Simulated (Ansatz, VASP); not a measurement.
## Two plane-wave programs on MnO

```
Mn O
1.0
     0.00000    2.22391    2.22391
     2.22391    0.00000    2.22391
     2.22391    2.22391    0.00000
Mn O
1 1
Direct
  0.00000 0.00000 0.00000
  0.50000 0.50000 0.50000
```

Alike in both runs: functional r2SCAN; k mesh 10 × 10 × 10; occupations fermi-dirac, width 0.05 eV; collinear spin; Hubbard terms Mn d U = 8.0 eV.

|  | VASP | Ansatz |
| --- | --- | --- |
| version | VASP 6.6.1 | Ansatz 0.2.0 |
| potentials or method | VASP PAW PBE potentials, release 64 (Mn_sv, O) | Ansatz PAW |
| plane-wave cutoff (eV) | 770 | 500 |
| valence electrons in the cell | 21 | 21 |
| task | single point | band structure |

Ansatz gave:

```
gap on the k mesh at the Fermi level (eV)                     : 1.25
least direct gap on the mesh (eV)                             : 3.05
pressure (GPa)                                                : 8.9
net moment per atom (μB)                                      : 2.50
size of the moment on the site where the two differ most (μB) : 4.38
```

Which values does VASP return?

gap on the k mesh at the Fermi level (eV): 1.67; least direct gap on the mesh (eV): 3.31; pressure (GPa): 3.0; net moment per atom (μB): 2.50; size of the moment on the site where the two differ most (μB): 4.75.

VASP's potentials were made for PBE, not for r2SCAN. Site moments also hang on the region over which each program counts them. The programs project onto different local orbitals, so the same U acts differently, and such runs can settle in different states.

Noted on Ansatz's run: the magnetic or orbital state may not be the lowest.
